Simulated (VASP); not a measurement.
# Ga (Fd-3m) in VASP: a series of runs

Ga is run at these levels: r2SCAN; tasks: single point.

All numbers are computed with VASP 6.6.1; they aren't measurements. Logs are shortened: lines on timing, memory, paths and dates and some standing lists are left out, and cuts for length are marked.

### Step 1. The cell of the first run

It takes space group Fd-3m (No. 227, cubic). The conventional cell has a = 5.777 Å, b = 5.777 Å, c = 5.777 Å, α = 90.00°, β = 90.00°, γ = 90.00°. Within 3.3 Å of Ga (site symmetry -43m) lie 4 Ga at 2.50 Å.

This isn't the form of Ga at room conditions, which is orthorhombic.

### Step 2. Single point, r2SCAN

POSCAR reads:

```
Ga
1.0
    0.0000000000      2.8885239788      2.8885239788
    2.8885239788      0.0000000000      2.8885239788
    2.8885239788      2.8885239788      0.0000000000
Ga
2
Direct
    0.1250000000      0.1250000000      0.1250000000
    0.8750000000      0.8750000000      0.8750000000
```

INCAR.step1 reads:

```
ALGO     = Normal         # electronic algorithm
EDIFF    = 1E-4           # SCF threshold, eV
ENCUT    = 520            # plane-wave cutoff, eV
GGA      = PE             # functional
ISMEAR   = -1             # smearing method
LASPH    = T              # aspherical terms in the spheres
LCHARG   = F              # write CHGCAR
LREAL    = F              # projectors in reciprocal space
LWAVE    = T              # write WAVECAR
NBANDS   = 20             # bands
NELM     = 60             # most SCF steps
PREC     = Accurate       # precision mode
SIGMA    = 0.1            # smearing width, eV
```

INCAR.step2 reads:

```
ALGO     = Normal         # electronic algorithm
EDIFF    = 1E-7           # SCF threshold, eV
ENCUT    = 520            # plane-wave cutoff, eV
ISIF     = 2              # what is computed and relaxed
ISMEAR   = -1             # smearing method
ISTART   = 1            
LASPH    = T              # aspherical terms in the spheres
LCHARG   = T              # write CHGCAR
LELF     = T              # ELF
LMIXTAU  = T            
LREAL    = F              # projectors in reciprocal space
LVHAR    = T            
LWAVE    = F              # write WAVECAR
METAGGA  = R2SCAN         # meta-GGA
NBANDS   = 20             # bands
NELM     = 60             # most SCF steps
PREC     = Accurate       # precision mode
SIGMA    = 0.1            # smearing width, eV
```

KPOINTS reads:

```
k-points
0
Gamma
  9 9 9
```

Potentials or basis: VASP PAW PBE potentials, release 64 (Ga_d).

Launch:

```console
> cat potpaw_PBE.64/Ga_d/POTCAR > POTCAR
> cp INCAR.step1 INCAR
> mpirun -np 1 vasp_std > vasp.out
> cp INCAR.step2 INCAR
> mpirun -np 1 vasp_std > vasp.out
```

OUTCAR:

```text
EDIFF = 1E-7
   ENCUT = 520
   ISIF = 2
   ISMEAR = -1
   ISTART = 1
   LASPH = T
   LREAL = F
   METAGGA = R2SCAN
   NELM = 60
   PREC = Accurate

 ion  position               nearest neighbor table
   1  0.125  0.125  0.125-   2 2.50   2 2.50   2 2.50   2 2.50
   2  0.875  0.875  0.875-   1 2.50   1 2.50   1 2.50   1 2.50

  LATTYP: Found a face centered cubic cell.
 ALAT       =     5.7770479576

  Lattice vectors:

 A1 = (   0.0000000000,   2.8885239788,   2.8885239788)
 A2 = (   2.8885239788,   0.0000000000,   2.8885239788)
 A3 = (   2.8885239788,   2.8885239788,   0.0000000000)

Analysis of symmetry for initial positions (statically):
=====================================================================
 Subroutine PRICEL returns:
 Original cell was already a primitive cell.

 Routine SETGRP: Setting up the symmetry group for a
 face centered cubic supercell.

 Subroutine GETGRP returns: Found 48 space group operations
 (whereof 12 operations were pure point group operations)
 out of a pool of 48 trial point group operations.

The static configuration has the point symmetry D_3d.
 The point group associated with its full space group is O_h .

Analysis of symmetry for dynamics (positions and initial velocities):
=====================================================================
 Subroutine PRICEL returns:
 Original cell was already a primitive cell.

 Routine SETGRP: Setting up the symmetry group for a
 face centered cubic supercell.

 Subroutine GETGRP returns: Found 48 space group operations
 (whereof 12 operations were pure point group operations)
 out of a pool of 48 trial point group operations.

The dynamic configuration has the point symmetry D_3d.
 The point group associated with its full space group is O_h .

 Subroutine INISYM returns: Found 48 space group operations
 (whereof 12 operations are pure point group operations),
 and found     1 'primitive' translations

----------------------------------------------------------------------------------------

                                     Primitive cell

  volume of cell :      48.2012

  direct lattice vectors                    reciprocal lattice vectors
     0.000000000  2.888523979  2.888523979    -0.173098788  0.173098788  0.173098788
     2.888523979  0.000000000  2.888523979     0.173098788 -0.173098788  0.173098788
     2.888523979  2.888523979  0.000000000     0.173098788  0.173098788 -0.173098788

  length of vectors
     4.084989786  4.084989786  4.084989786     0.299815896  0.299815896  0.299815896

  position of ions in fractional coordinates (direct lattice)
     0.125000000  0.125000000  0.125000000
     0.875000000  0.875000000  0.875000000

  ion indices of the primitive-cell ions
   primitive index   ion index
                 1           1
                 2           2

----------------------------------------------------------------------------------------

 KPOINTS: k-points

Automatic generation of k-mesh.
 Grid dimensions read from file:
 generate k-points for:    9    9    9

 Generating k-lattice:

  Cartesian coordinates                     Fractional coordinates (reciprocal lattice)
    -0.019233199  0.019233199  0.019233199     0.111111111  0.000000000  0.000000000
     0.019233199 -0.019233199  0.019233199     0.000000000  0.111111111  0.000000000
     0.019233199  0.019233199 -0.019233199     0.000000000  0.000000000  0.111111111

  Length of vectors
     0.033312877  0.033312877  0.033312877

  Shift w.r.t. Gamma in fractional coordinates (k-lattice)
     0.000000000  0.000000000  0.000000000

 Subroutine IBZKPT returns following result:
 ===========================================

 Found     35 irreducible k-points:

 Following reciprocal coordinates:
            Coordinates               Weight
  0.000000  0.000000  0.000000      1.000000
  0.111111  0.000000  0.000000      8.000000
  0.222222  0.000000  0.000000      8.000000
  0.333333  0.000000  0.000000      8.000000
  0.444444  0.000000  0.000000      8.000000
  0.111111  0.111111  0.000000      6.000000
[... 16 lines left out ...]
 -0.333333  0.333333  0.000000     12.000000
  0.444444  0.444444  0.000000      6.000000
 [... further k-points ...]
   k-points           NKPTS =     35   k-points in BZ     NKDIM =     35   number of bands    NBANDS=     20
   number of dos      NEDOS =    301   number of ions     NIONS =      2
   total plane-waves  NPLWV =  27000
   dimension x,y,z NGX =    30 NGY =   30 NGZ =   30
   dimension x,y,z NGXF=    60 NGYF=   60 NGZF=   60
   ions per type =               2
   NGX,Y,Z   is equivalent  to a cutoff of  12.21, 12.21, 12.21 a.u.
   NGXF,Y,Z  is equivalent  to a cutoff of  24.42, 24.42, 24.42 a.u.
 SYSTEM =  unknown system
   PREC   = accura    normal or accurate (medium, high low for compatibility)
   ISTART =      1    job   : 0-new  1-cont  2-samecut
   ICHARG =      0    charge: 1-file 2-atom 10-const
   ISPIN  =      1    spin polarized calculation?
   LNONCOLLINEAR =      F non collinear calculations
   LSORBIT =      F    spin-orbit coupling
   LASPH  =      T    aspherical Exc in radial PAW
   ENCUT  =  520.0 eV  38.22 Ry    6.18 a.u.   7.60  7.60  7.60*2*pi/ulx,y,z
   NELM   =     60;   NELMIN=  2; NELMDL=  0     # of ELM steps
   EDIFF  = 0.1E-06   stopping-criterion for ELM
   LREAL  =      F    real-space projection
   EDIFFG = 0.1E-05   stopping-criterion for IOM
   NSW    =      0    number of steps for IOM
   IBRION =     -1    ionic relax: 0-MD 1-quasi-New 2-CG
   NFREE  =      0    steps in history (QN), initial steepest desc. (CG)
   ISIF   =      2    stress and relaxation
   ISYM   =      2    0-nonsym 1-usesym 2-fastsym
   POTIM  = 0.5000    time-step for ionic-motion
   TEBEG  =    0.0;   TEEND  =   0.0 temperature during run
   PSTRESS=    0.0 pullay stress
   NELECT =      26.0000    total number of electrons
   NUPDOWN=      -1.0000    fix difference up-down
   EMIN   =  10.00;   EMAX   =-10.00  energy-range for DOS
   EFERMI =   0.00;   METHOD = LEGACY
   ISMEAR =    -1;   SIGMA  =   0.10  broadening in eV -4-tet -1-fermi 0-gaus
   EFERMI_NEDOS =   21; number of points for ismear=-14 and -15
   IALGO  =     38    algorithm
   IMIX   =      4    mixing-type and parameters
     AMIX     =   0.40;   BMIX     =  1.00
     AMIX_MAG =   1.60;   BMIX_MAG =  1.00
  volume/ion in A,a.u.               =      24.10       162.64
  Fermi-wavevector in a.u.,A,eV,Ry     =   1.332641  2.518327 24.163037  1.775933
  Thomas-Fermi vector in A             =   2.461561
   LORBIT       =      0    0 simple, 1 ext, 2 COOP (PROOUT), +10 PAW based schemes
   METAGGA = R2SCAN    functional components
   LHFCALC =     F    Hartree Fock is set to
   AEXX    =    0.0000 exact exchange contribution
   IVDW    =     0    specifies the selected vdW correction
   LEPSILON=     F    determine dielectric tensor
   LRPA    =     F    only Hartree local field effects (RPA)
 non-spin polarized calculation
  energy-cutoff  :      520.00
  volume of cell :       48.20
 maximum number of plane-waves:      1317
   NGX = 15   NGY = 15   NGZ = 15

 number of electron      26.0000018 magnetization

 Free energy of the ion-electron system (eV)
  ---------------------------------------------------
  ext. energy  EPLUGINS =         0.00000000
  ---------------------------------------------------
  free energy    TOTEN  =       -22.27372247 eV

  energy without entropy =      -22.23230225  energy(sigma->0) =      -22.25301236

 E-fermi :   2.7435     XC(G=0): -10.3777

 val. band max:        2.7242329822   @ k =   0.4444   0.3333   0.1111
 cond. band min:       2.7590914673   @ k =   0.3333   0.2222   0.1111
 fundamental gap:      0.0348584851
 Fermi energy:         2.7434814662

 k-point     1 :       0.0000    0.0000    0.0000
  band No.  band energies     occupation
      1     -12.5278      2.00000
      2     -12.5278      2.00000
      3     -12.5277      2.00000
      4     -12.4814      2.00000
      5     -12.4814      2.00000
      6     -12.1294      2.00000
[... 12 lines left out ...]
     19      11.4195      0.00000
     20      14.5428      0.00000

 k-point     2 :       0.1111    0.0000    0.0000
  band No.  band energies     occupation
      1     -12.5414      2.00000
      2     -12.5414      2.00000
      3     -12.5251      2.00000
      4     -12.4618      2.00000
      5     -12.4618      2.00000
      6     -12.1371      2.00000
[... 12 lines left out ...]
     19      12.2512      0.00000
     20      13.5250      0.00000

 k-point     3 :       0.2222    0.0000    0.0000
  band No.  band energies     occupation
      1     -12.5564      2.00000
      2     -12.5563      2.00000
      3     -12.5185      2.00000
      4     -12.4336      2.00000
      5     -12.4336      2.00000
      6     -12.1495      2.00000
[... 12 lines left out ...]
     19      12.8332      0.00000
     20      13.1115      0.00000

 k-point     4 :       0.3333    0.0000    0.0000
  band No.  band energies     occupation
      1     -12.5620      2.00000
      2     -12.5619      2.00000
      3     -12.5110      2.00000
      4     -12.4170      2.00000
      5     -12.4170      2.00000
      6     -12.1658      2.00000
[... 12 lines left out ...]
     19      13.3884      0.00000
     20      13.9917      0.00000

 k-point     5 :       0.4444    0.0000    0.0000
  band No.  band energies     occupation
      1     -12.5619      2.00000
      2     -12.5619      2.00000
      3     -12.5060      2.00000
      4     -12.4128      2.00000
      5     -12.4128      2.00000
      6     -12.1770      2.00000
[... 12 lines left out ...]
     19      15.4555      0.00000
     20      15.7757      0.00000

 k-point     6 :       0.1111    0.1111    0.0000
  band No.  band energies     occupation
      1     -12.5481      2.00000
      2     -12.5335      2.00000
      3     -12.5335      2.00000
      4     -12.4677      2.00000
      5     -12.4421      2.00000
      6     -12.1745      2.00000
[... 12 lines left out ...]
     19      12.4007      0.00000
     20      12.4879      0.00000

 k-point     7 :       0.2222    0.1111    0.0000
  band No.  band energies     occupation
      1     -12.5640      2.00000
      2     -12.5442      2.00000
      3     -12.5288      2.00000
      4     -12.4452      2.00000
      5     -12.4105      2.00000
      6     -12.2068      2.00000
[... 12 lines left out ...]
     19      12.4322      0.00000
     20      13.7043      0.00000
[... 277 lines left out ...]
 k-point    20 :       0.3333    0.3333    0.0000
  band No.  band energies     occupation
      1     -12.5612      2.00000
      2     -12.5611      2.00000
      3     -12.5470      2.00000
      4     -12.3696      2.00000
      5     -12.3519      2.00000
      6     -12.2944      2.00000
[... 12 lines left out ...]
     19      14.6519      0.00000
     20      16.4112      0.00000

 k-point    21 :       0.4444    0.3333    0.0000
  band No.  band energies     occupation
      1     -12.5844      2.00000
      2     -12.5674      2.00000
      3     -12.5093      2.00000
      4     -12.3812      2.00000
      5     -12.3372      2.00000
      6     -12.2641      2.00000
[... 12 lines left out ...]
     19      16.8039      0.00000
     20      17.2828      0.00000

 k-point    22 :      -0.4444    0.3333    0.0000
  band No.  band energies     occupation
      1     -12.6052      2.00000
      2     -12.5742      2.00000
      3     -12.4724      2.00000
      4     -12.3652      2.00000
      5     -12.3083      2.00000
      6     -12.2707      2.00000
[... 12 lines left out ...]
     19      15.0066      0.00000
     20      15.7166      0.00000

 k-point    23 :      -0.3333    0.3333    0.0000
  band No.  band energies     occupation
      1     -12.6108      2.00000
      2     -12.5799      2.00000
      3     -12.4586      2.00000
      4     -12.3264      2.00000
      5     -12.3037      2.00000
      6     -12.3034      2.00000
[... 12 lines left out ...]
     19      12.7006      0.00000
     20      13.9016      0.00000

 k-point    24 :       0.4444    0.4444    0.0000
  band No.  band energies     occupation
      1     -12.5698      2.00000
      2     -12.5698      2.00000
      3     -12.5055      2.00000
      4     -12.4380      2.00000
      5     -12.2990      2.00000
      6     -12.2257      2.00000
[... 12 lines left out ...]
     19      16.8038      0.00000
     20      17.8820      0.00000

 [... further k-points ...]

------------------------ aborting loop because EDIFF is reached ----------------------------------------

  FORCE on cell =-STRESS in cart. coord.  units (eV):
  Direction    XX          YY          ZZ          XY          YZ          ZX
  --------------------------------------------------------------------------------------
  -------------------------------------------------------------------------------------
  Total        0.0140989      0.0140989      0.0140989      0.0000000      0.0000000      0.0000000
  in kB        0.4686376      0.4686376      0.4686376      0.0000000      0.0000000      0.0000000
  external PRESSURE =       0.4686376 kB  Pullay stress =       0.0000000 kB

 VOLUME and BASIS-vectors are now :
 -----------------------------------------------------------------------------
  energy-cutoff  :      520.00
  volume of cell :       48.20
      direct lattice vectors                 reciprocal lattice vectors
     0.000000000  2.888523979  2.888523979    -0.173098788  0.173098788  0.173098788
     2.888523979  0.000000000  2.888523979     0.173098788 -0.173098788  0.173098788
     2.888523979  2.888523979  0.000000000     0.173098788  0.173098788 -0.173098788

 POSITION                                       TOTAL-FORCE (eV/Angst)
 -----------------------------------------------------------------------------------
      0.72213      0.72213      0.72213         0.000000      0.000000      0.000000
      5.05492      5.05492      5.05492        -0.000000     -0.000000     -0.000000
 -----------------------------------------------------------------------------------
    total drift:                               -0.000000      0.000000      0.000000

  FREE ENERGIE OF THE ION-ELECTRON SYSTEM (eV)
  ---------------------------------------------------
  free  energy   TOTEN  =       -22.2737224747 eV

  energy  without entropy=      -22.2323022539  energy(sigma->0) =      -22.25301236
```

Wall time 80 s (1 thread of AMD EPYC 9R45 (Zen 5), shared host); peak memory 0.15 GiB.

What came out:

```yaml
Free_energy: -22.2737 eV
Pressure: 0.0 GPa
Band_gap_on_the_k_mesh: zero (bands 13 and 14 overlap by 4.12 eV)
```

Caveat: the PAW data sets were made with another functional, which shifts forces and pressure a little.

### Step 3. Single point, r2SCAN (21.21 Å³/atom)

This run uses another cell than the first one, of 21.21 Å³/atom.

POSCAR reads:

```
Ga
1.0
    0.0000000000      2.7680262299      2.7680262299
    2.7680262299      0.0000000000      2.7680262299
    2.7680262299      2.7680262299      0.0000000000
Ga
2
Direct
    0.1250000000      0.1250000000      0.1250000000
    0.8750000000      0.8750000000      0.8750000000
```

INCAR.step1 reads:

```
ALGO = Normal
EDIFF = 1E-4
ENCUT = 520
GGA = PE
ISMEAR = -1
LASPH = True
LCHARG = False
LREAL = False
LWAVE = True
NBANDS = 20
NELM = 80
PREC = Accurate
SIGMA = 0.1
```

INCAR.step2 reads:

```
ALGO = Normal
EDIFF = 1E-6
ENCUT = 520
ISIF = 2
ISMEAR = -1
ISTART = 1
LASPH = True
LCHARG = True
LELF = True
LMIXTAU = True
LREAL = False
LVHAR = True
LWAVE = False
METAGGA = R2SCAN
NBANDS = 20
NELM = 80
PREC = Accurate
SIGMA = 0.1
```

KPOINTS reads:

```
k-points
0
Gamma
  11 11 11
```

Potentials or basis: VASP PAW PBE potentials, release 64 (Ga_d).

Launch:

```console
> cat potpaw_PBE.64/Ga_d/POTCAR > POTCAR
> cp INCAR.step1 INCAR
> mpirun -np 1 vasp_std > vasp.out
> cp INCAR.step2 INCAR
> mpirun -np 1 vasp_std > vasp.out
```

OUTCAR:

```text
EDIFF = 1E-6
   ENCUT = 520
   ISIF = 2
   ISMEAR = -1
   ISTART = 1
   LASPH = True
   LREAL = False
   METAGGA = R2SCAN
   NELM = 80
   PREC = Accurate

 ion  position               nearest neighbor table
   1  0.125  0.125  0.125-   2 2.40   2 2.40   2 2.40   2 2.40
   2  0.875  0.875  0.875-   1 2.40   1 2.40   1 2.40   1 2.40

  LATTYP: Found a face centered cubic cell.
 ALAT       =     5.5360524598

  Lattice vectors:

[... 740 lines left out ...]

------------------------ aborting loop because EDIFF is reached ----------------------------------------

  FORCE on cell =-STRESS in cart. coord.  units (eV):
  Direction    XX          YY          ZZ          XY          YZ          ZX
  --------------------------------------------------------------------------------------
  -------------------------------------------------------------------------------------
  Total        2.0738286      2.0738286      2.0738286      0.0000000     -0.0000000      0.0000000
  in kB       78.3326560     78.3326560     78.3326560      0.0000000     -0.0000000      0.0000000
  external PRESSURE =      78.3326560 kB  Pullay stress =       0.0000000 kB

 VOLUME and BASIS-vectors are now :
 -----------------------------------------------------------------------------
  energy-cutoff  :      520.00
  volume of cell :       42.42
      direct lattice vectors                 reciprocal lattice vectors
     0.000000000  2.768026230  2.768026230    -0.180634126  0.180634126  0.180634126
     2.768026230  0.000000000  2.768026230     0.180634126 -0.180634126  0.180634126
     2.768026230  2.768026230  0.000000000     0.180634126  0.180634126 -0.180634126

 POSITION                                       TOTAL-FORCE (eV/Angst)
 -----------------------------------------------------------------------------------
      0.69201      0.69201      0.69201         0.000000     -0.000000      0.000000
      4.84405      4.84405      4.84405        -0.000000      0.000000     -0.000000
 -----------------------------------------------------------------------------------
    total drift:                               -0.000000      0.000000      0.000000

  FREE ENERGIE OF THE ION-ELECTRON SYSTEM (eV)
  ---------------------------------------------------
  free  energy   TOTEN  =       -22.1541465007 eV

  energy  without entropy=      -22.1195084983  energy(sigma->0) =      -22.13682750
```

OUTCAR.step1:

```text
EDIFF = 1E-4
   ENCUT = 520
   GGA = PE
   ISMEAR = -1
   LASPH = True
[... 775 lines left out ...]
      0.69201      0.69201      0.69201        -0.000000     -0.000000     -0.000000
      4.84405      4.84405      4.84405         0.000000      0.000000      0.000000
 -----------------------------------------------------------------------------------
    total drift:                               -0.000000      0.000000      0.000000

  FREE ENERGIE OF THE ION-ELECTRON SYSTEM (eV)
  ---------------------------------------------------
  free  energy   TOTEN  =        -5.0475281513 eV

  energy  without entropy=       -5.0122978224  energy(sigma->0) =       -5.02991299
```

It took 1.8 min on 1 thread of AMD EPYC 9R45 (Zen 5), shared host; peak memory 0.16 GiB.

What came out:

- Free energy: -22.1541 eV
- Pressure: 7.8 GPa
- Band gap on the k mesh: zero (bands 13 and 14 overlap by 4.85 eV)

Caveat: the cell stands under pressure; the PAW data sets were made with another functional, which shifts forces and pressure a little.

(Continued in part 2 of 2.)
